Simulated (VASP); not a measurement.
# SiC12 in VASP: further runs

The runs below take SiC12 through single point, with PBE+D3(BJ).

All numbers are computed with VASP 6.6.1; they aren't measurements. Logs are shortened: lines on timing, memory, paths and dates and some standing lists are left out, and cuts for length are marked.

## Step 1: The cell of the first run

The cell holds a slab with vacuum, 13 atoms: a = 4.931 Å, b = 3.612 Å, c = 22.336 Å, α = 90.00°, β = 90.00°, γ = 109.96°.

## Step 2: Single point, PBE+D3(BJ), collinear spin

INCAR

```
SYSTEM = SiC12
PREC = Accurate
ENCUT = 520
EDIFF = 1E-6
ISMEAR = 0
SIGMA = 0.05
LREAL = .FALSE.
LASPH = .TRUE.
NELM = 150
ALGO = Fast
ISIF = 2
LWAVE = .FALSE.
LCHARG = .FALSE.
ISPIN = 2
MAGMOM = 0 0 0 0 0 0 0 0 0 0 0 0 2
LORBIT = 11
LDIPOL = .TRUE.
IDIPOL = 3
DIPOL = 0.5 0.5 0.308
GGA = PE
IVDW = 12
NBANDS = 42
KPAR = 4
```

KPOINTS

```
regular mesh
0
G
  6 8 1
  0 0 0
```

POSCAR

```
SiC12
1.0
    4.9311586499      0.0000000000      0.0000000000
   -1.2327896625      3.3947778379      0.0000000000
    0.0000000000      0.0000000000     22.3359273566
C Si
12 1
Direct
    0.2500000000      0.0000000000      0.1790836770
    0.7500000000      0.0000000000      0.1790836770
    0.0000000000      0.0000000000      0.2109204464
    0.5000000000      0.0000000000      0.2109204464
    0.0000000000      0.0000000000      0.2746309355
    0.5000000000      0.0000000000      0.2746309355
    0.2500000000      0.0000000000      0.3057016522
    0.7500000000      0.0000000000      0.3057016522
    0.2500000000      0.0000000000      0.3723849422
    0.7500000000      0.0000000000      0.3723849422
    0.0000000000      0.0000000000      0.4000696821
    0.5000000000      0.0000000000      0.4000696821
    0.2500000000      0.3750000000      0.5119969802
```

Potentials or basis: VASP PAW PBE potentials, release 64 (C, Si).

On the command line:

```bash
cat potpaw_PBE.64/C/POTCAR potpaw_PBE.64/Si/POTCAR > POTCAR
mpirun -np 4 vasp_std > vasp.out
```

OUTCAR:

```text
SYSTEM = SiC12
   PREC = Accurate
   ENCUT = 520
   EDIFF = 1E-6
   ISMEAR = 0
   LREAL = .FALSE.
   LASPH = .TRUE.
   NELM = 150
   ISIF = 2
   ISPIN = 2
   LORBIT = 11
   GGA = PE
   IVDW = 12
 IVDW          = 12

 ion  position               nearest neighbor table
   1  0.250  0.000  0.179-   3 1.42   4 1.42
   2  0.750  0.000  0.179-   3 1.42   4 1.42
   3  0.000  0.000  0.211-   5 1.42   2 1.42   1 1.42
   4  0.500  0.000  0.211-   6 1.42   2 1.42   1 1.42
   5  0.000  0.000  0.275-   7 1.41   8 1.41   3 1.42
   6  0.500  0.000  0.275-   7 1.41   8 1.41   4 1.42
   7  0.250  0.000  0.306-   5 1.41   6 1.41   9 1.49
   8  0.750  0.000  0.306-   5 1.41   6 1.41  10 1.49
   9  0.250  0.000  0.372-  11 1.38  12 1.38   7 1.49
  10  0.750  0.000  0.372-  11 1.38  12 1.38   8 1.49
  11  0.000  0.000  0.400-   9 1.38  10 1.38
  12  0.500  0.000  0.400-   9 1.38  10 1.38
  13  0.250  0.375  0.512-

  Warning from LATTYP: Monoclinic adjustment (A1->A3, A2->A1, A3->A2)!
  LATTYP: Found a simple monoclinic cell.
 ALAT       =     3.6116875447
 B/A-ratio  =     6.1843465361
 C/A-ratio  =     1.3653336810
 COS(beta)  =    -0.3413334202

  Lattice vectors:

 A1 = (  -1.2327896625,   3.3947778379,   0.0000000000)
 A2 = (   0.0000000000,   0.0000000000,  22.3359273566)
 A3 = (   4.9311586499,   0.0000000000,   0.0000000000)

Analysis of symmetry for initial positions (statically):
=====================================================================
 Subroutine PRICEL returns:
 Original cell was already a primitive cell.

 Routine SETGRP: Setting up the symmetry group for a
 simple monoclinic supercell.

 Subroutine GETGRP returns: Found  1 space group operations
 (whereof  1 operations were pure point group operations)
 out of a pool of  4 trial point group operations.

The static configuration has the point symmetry C_1 .

Analysis of symmetry for dynamics (positions and initial velocities):
=====================================================================
 Subroutine PRICEL returns:
 Original cell was already a primitive cell.

 Routine SETGRP: Setting up the symmetry group for a
 simple monoclinic supercell.

 Subroutine GETGRP returns: Found  1 space group operations
 (whereof  1 operations were pure point group operations)
 out of a pool of  4 trial point group operations.

The dynamic configuration has the point symmetry C_1 .

Analysis of structural, dynamic, and magnetic symmetry:
=====================================================================
 Subroutine PRICEL returns:
 Original cell was already a primitive cell.

 Routine SETGRP: Setting up the symmetry group for a
 simple monoclinic supercell.

 Subroutine GETGRP returns: Found  1 space group operations
 (whereof  1 operations were pure point group operations)
 out of a pool of  4 trial point group operations.

The overall configuration has the point symmetry C_1 .

 Subroutine INISYM returns: Found  1 space group operations
 (whereof  1 operations are pure point group operations),
 and found     1 'primitive' translations

----------------------------------------------------------------------------------------

                                     Primitive cell

  volume of cell :     373.9076

  direct lattice vectors                    reciprocal lattice vectors
     4.931158650  0.000000000  0.000000000     0.202792096  0.073642522  0.000000000
    -1.232789663  3.394777838  0.000000000     0.000000000  0.294570086  0.000000000
     0.000000000  0.000000000 22.335927357     0.000000000  0.000000000  0.044770919

  length of vectors
     4.931158650  3.611687545 22.335927357     0.215749520  0.294570086  0.044770919

  position of ions in fractional coordinates (direct lattice)
     0.250000000  0.000000000  0.179083677
     0.750000000  0.000000000  0.179083677
     0.000000000  0.000000000  0.210920446
     0.500000000  0.000000000  0.210920446
     0.000000000  0.000000000  0.274630935
     0.500000000  0.000000000  0.274630935
     0.250000000  0.000000000  0.305701652
[... 94 lines left out ...]
   EDIFF  = 0.1E-05   stopping-criterion for ELM
   LREAL  =      F    real-space projection
[... 7 lines left out ...]
   TEBEG  =    0.0;   TEEND  =   0.0 temperature during run
   PSTRESS=    0.0 pullay stress
   NELECT =      52.0000    total number of electrons
   NUPDOWN=      -1.0000    fix difference up-down
   EMIN   =  10.00;   EMAX   =-10.00  energy-range for DOS
   EFERMI =   0.00;   METHOD = LEGACY
   ISMEAR =     0;   SIGMA  =   0.05  broadening in eV -4-tet -1-fermi 0-gaus
   EFERMI_NEDOS =   21; number of points for ismear=-14 and -15
   IALGO  =     68    algorithm
   IMIX   =      4    mixing-type and parameters
     AMIX     =   0.40;   BMIX     =  1.00
     AMIX_MAG =   1.60;   BMIX_MAG =  1.00
  volume/ion in A,a.u.               =      28.76       194.10
  Fermi-wavevector in a.u.,A,eV,Ry     =   0.848180  1.602827  9.788149  0.719409
  Thomas-Fermi vector in A             =   1.963803
   LORBIT       =     11    0 simple, 1 ext, 2 COOP (PROOUT), +10 PAW based schemes
   GGA     = PE    functional components
   LHFCALC =     F    Hartree Fock is set to
   AEXX    =    0.0000 exact exchange contribution
   IVDW    =    12    specifies the selected vdW correction
   LEPSILON=     F    determine dielectric tensor
   LRPA    =     F    only Hartree local field effects (RPA)
 spin polarized calculation
 RMM-DIIS sequential band-by-band and
 Gauss-broadening in eV      SIGMA  =   0.05
  energy-cutoff  :      520.00
  volume of cell :      373.91
 maximum number of plane-waves:     10090
 NGX is ok and might be reduce to    40
   NGX = 19   NGY = 13   NGZ = 83

 dipolmoment           0.000000      0.000000      0.080862 electrons x Angstroem

 number of electron      52.0000001 magnetization       0.0944025

 dipolmoment           0.000000      0.000000     -0.256475 electrons x Angstroem

 Free energy of the ion-electron system (eV)
  ---------------------------------------------------
  ext. energy  EPLUGINS =         0.00000000
  ---------------------------------------------------
  free energy    TOTEN  =      -101.57337325 eV

  energy without entropy =     -101.56221668  energy(sigma->0) =     -101.56779497

 E-fermi :  -2.1050     XC(G=0):  -4.4871

 val. band max:       -2.1161693038   @ k =   0.5000   0.3750   0.0000
 cond. band min:      -2.1018359116   @ k =   0.3333   0.3750   0.0000
 fundamental gap:      0.0143333922
 Fermi energy:        -2.1049938614

 spin component 1

 k-point     1 :       0.0000    0.0000    0.0000
  band No.  band energies     occupation
      1     -20.9032      1.00000
      2     -19.2569      1.00000
      3     -16.8881      1.00000
      4     -16.6147      1.00000
      5     -16.5492      1.00000
      6     -15.0106      1.00000
[... 973 lines left out ...]
     37       4.5343      0.00000
     38       6.3226      0.00000

 [... further k-points ...]

 spin component 2

 k-point     1 :       0.0000    0.0000    0.0000
  band No.  band energies     occupation
      1     -20.8993      1.00000
      2     -19.2504      1.00000
      3     -16.8830      1.00000
      4     -16.6124      1.00000
      5     -16.5451      1.00000
      6     -14.9969      1.00000
[... 973 lines left out ...]
     37       4.5487      0.00000
     38       6.0157      0.00000

 [... further k-points ...]

 [bands above 38 left out]

------------------------ aborting loop because EDIFF is reached ----------------------------------------

 vacuum level on the upper side and lower side of the slab       (xc-potential included)        -1.354         1.353

 Edisp (eV)   -1.72593

 E8    (eV) :    -0.5333

  FORCE on cell =-STRESS in cart. coord.  units (eV):
  Direction    XX          YY          ZZ          XY          YZ          ZX
  --------------------------------------------------------------------------------------
  -------------------------------------------------------------------------------------
  Total      -0.51082    -4.98847    -4.63000     0.20994    -1.24581    -0.28052
  in kB      -2.18884   -21.37536   -19.83932     0.89958    -5.33825    -1.20203
  external pressure =      -14.47 kB  Pullay stress =        0.00 kB

 VOLUME and BASIS-vectors are now :
 -----------------------------------------------------------------------------
  energy-cutoff  :      520.00
  volume of cell :      373.91
      direct lattice vectors                 reciprocal lattice vectors
     4.931158650  0.000000000  0.000000000     0.202792096  0.073642522  0.000000000
    -1.232789663  3.394777838  0.000000000     0.000000000  0.294570086  0.000000000
     0.000000000  0.000000000 22.335927357     0.000000000  0.000000000  0.044770919

 POSITION                                       TOTAL-FORCE (eV/Angst)
 -----------------------------------------------------------------------------------
      1.23279      0.00000      4.00000        -0.046050      0.026621      2.050902
      3.69837      0.00000      4.00000         0.045029      0.002164      2.051604
      0.00000      0.00000      4.71110        -0.014282     -0.041139     -3.485230
      2.46558      0.00000      4.71110         0.015124      0.012750     -3.501774
      0.00000      0.00000      6.13414        -0.006177      0.022845      1.301720
      2.46558      0.00000      6.13414         0.006869     -0.020474      1.219630
      1.23279      0.00000      6.82813         0.038929     -0.073200      0.511537
      3.69837      0.00000      6.82813        -0.026462     -0.055689      0.484372
      1.23279      0.00000      8.31756         0.002553     -0.109156     -1.628608
      3.69837      0.00000      8.31756        -0.014743      0.017490     -1.041476
      0.00000      0.00000      8.93593         0.492231      1.057514      2.676071
      2.46558      0.00000      8.93593        -0.388382     -0.221528      1.886316
      0.77049      1.27304     11.43593        -0.104639     -0.618199     -2.525061
 -----------------------------------------------------------------------------------
    total drift:                               -0.000059     -0.000032     -0.000211

  FREE ENERGIE OF THE ION-ELECTRON SYSTEM (eV)
  ---------------------------------------------------
  free  energy   TOTEN  =      -103.2993006136 eV

  energy  without entropy=     -103.2881440461  energy(sigma->0) =     -103.29372233

 vacuum level on the upper side and lower side of the slab         1.926         4.699

 total charge

# of ion       s       p       d       tot
------------------------------------------
    1        0.918   1.513   0.000   2.431
    2        0.918   1.513   0.000   2.432
    3        0.866   1.773   0.000   2.638
    4        0.865   1.774   0.000   2.639
    5        0.872   1.775   0.000   2.648
    6        0.871   1.776   0.000   2.648
    7        0.867   1.749   0.000   2.616
    8        0.866   1.748   0.000   2.614
    9        0.872   1.784   0.000   2.656
   10        0.869   1.786   0.000   2.655
   11        0.893   1.614   0.000   2.507
   12        0.896   1.609   0.000   2.505
   13        0.954   0.466   0.000   1.420
--------------------------------------------------
tot         11.528  20.880   0.000  32.407

 magnetization (x)

# of ion       s       p       d       tot
------------------------------------------
    1       -0.000  -0.001   0.000  -0.001
    2       -0.000  -0.000   0.000  -0.000
    3        0.000  -0.000   0.000  -0.000
    4        0.000   0.000   0.000   0.000
    5        0.000  -0.000   0.000   0.000
    6        0.000  -0.000   0.000  -0.000
    7        0.001   0.002   0.000   0.003
    8        0.000   0.002   0.000   0.002
    9        0.000  -0.000   0.000  -0.000
   10        0.000  -0.001   0.000  -0.000
   11       -0.000  -0.000   0.000  -0.000
   12        0.004   0.025   0.000   0.029
   13        0.000   0.012   0.000   0.012
--------------------------------------------------
tot          0.005   0.038   0.000   0.044
```

Wall time 16 min (4 MPI ranks of Oxide Virtual Turin-like, shared host); peak memory 1 GiB.

What came out:

```yaml
Free_energy: -103.2993 eV
Largest_force: 3.502 eV/Å
Net_moment: 0.09 μB per cell
Site_moments: C -0.00, +0.00, +0.03 (each value once); Si +0.01 μB
Valence_electrons_inside_the_program's_atomic_spheres: C 2.43, 2.64, 2.65, 2.62, 2.61, 2.66, 2.51, 2.50 (each value once); Si 1.42
Dispersion_energy_per_atom: -0.133 eV
```

Forces in eV/Å, atoms in the order of the input:
```
C   -0.046  0.027  2.051
C    0.045  0.002  2.052
C   -0.014 -0.041 -3.485
C    0.015  0.013 -3.502
C   -0.006  0.023  1.302
C    0.007 -0.020  1.220
C    0.039 -0.073  0.512
C   -0.026 -0.056  0.484
C    0.003 -0.109 -1.629
C   -0.015  0.017 -1.041
C    0.492  1.058  2.676
C   -0.388 -0.222  1.886
Si  -0.105 -0.618 -2.525
```

## Step 3: Single point, PBE+D3(BJ), collinear spin

INCAR

```
PREC = Accurate
ENCUT = 520
EDIFF = 1E-6
ISMEAR = 0
SIGMA = 0.05
LREAL = False
LASPH = True
NELM = 150
ALGO = Normal
ISIF = 2
LWAVE = False
LCHARG = True
ISPIN = 2
MAGMOM = 0 0 0 0 0 0 0 0 0 0 0 0 2
LORBIT = 11
LDIPOL = True
IDIPOL = 3
DIPOL = 0.5 0.5 0.308
GGA = PE
IVDW = 12
LVHAR = True
LVACPOTAV = True
NBANDS = 42
KPAR = 4
```

KPOINTS

```
regular mesh
0
Gamma
  6 8 1
```

Edit POSCAR of step 2 so:

```diff
@@ -20,2 +20,2 @@
     0.5000000000      0.0000000000      0.4000696821
-    0.2500000000      0.3750000000      0.5119969802
+    0.0833333333      0.1250000000      0.5119969802
```

Potentials or basis: VASP PAW PBE potentials, release 64 (C, Si).

On the command line:

```bash
cat potpaw_PBE.64/C/POTCAR potpaw_PBE.64/Si/POTCAR > POTCAR
mpirun -np 4 vasp_std > vasp.out
```

Wall time 19 min (4 MPI ranks of Oxide Virtual Turin-like, shared host); peak memory 0.98 GiB.

Results (log left out):

| Item | Value |
| --- | --- |
| Free energy | -104.2073 eV |
| Largest force | 3.930 eV/Å |
| Net moment | -1.14 μB per cell |
| Site moments | C -0.03, -0.49, -0.00, -0.01, +0.01, -0.06 (each value once); Si -0.00 μB |
| Valence electrons inside the program's atomic spheres | C 2.44, 2.42, 2.64, 2.65, 2.66, 2.62, 2.61, 2.52, 2.51 (each value once); Si 1.43 |
| Dispersion energy per atom | -0.131 eV |

Forces on the atoms (eV/Å):
```
C   -0.048  0.028  0.905
C    0.008 -0.008  2.610
C    0.298 -0.031 -3.211
C   -0.274  0.014 -3.121
C   -0.150 -0.022  1.236
C    0.199  0.023  1.097
C    0.066 -0.071  0.549
C   -0.111 -0.044  0.542
C    0.152 -0.065 -2.005
C   -0.234 -0.002 -1.344
C    0.309  0.646  3.864
C   -0.278  0.062  1.805
Si   0.065 -0.531 -2.926
```

Levels at points of the mesh, in eV from the Fermi level:
Spin up:
```tsv
k point	band 21	band 22	band 23	band 24	band 25	band 26	band 27	band 28	band 29	band 30
(0.00, 0.00, 0.00)	-2.24	-2.03	-1.69	-0.63	-0.12	0.33	0.58	0.83	0.97	2.34
(0.50, 0.00, 0.00)	-3.18	-1.56	-1.29	-1.18	-1.01	-0.14	0.57	0.67	2.44	2.91
(0.00, 0.50, 0.00)	-2.24	-2.03	-1.41	-0.99	-0.24	0.08	0.43	0.83	0.99	1.13
(0.50, 0.50, 0.00)	-4.31	-2.31	-2.21	-1.26	-0.94	0.04	0.12	0.91	1.27	2.77
```
Spin down:
| k point | band 24 | band 25 | band 26 | band 27 | band 28 | band 29 | band 30 | band 31 |
| --- | --- | --- | --- | --- | --- | --- | --- | --- |
| (0.00, 0.00, 0.00) | -1.62 | -0.77 | -0.15 | 0.30 | 0.41 | 1.01 | 2.32 | 2.39 |
| (0.50, 0.00, 0.00) | -1.45 | -1.23 | -1.07 | -0.22 | 0.48 | 2.39 | 2.73 | 2.94 |
| (0.00, 0.50, 0.00) | -1.42 | -1.08 | -0.40 | 0.24 | 0.39 | 0.41 | 1.21 | 2.33 |
| (0.50, 0.50, 0.00) | -1.76 | -1.29 | -0.99 | -0.14 | 0.01 | 1.30 | 2.55 | 2.81 |

Caveat: a moment this small can come from the mesh or the smearing.
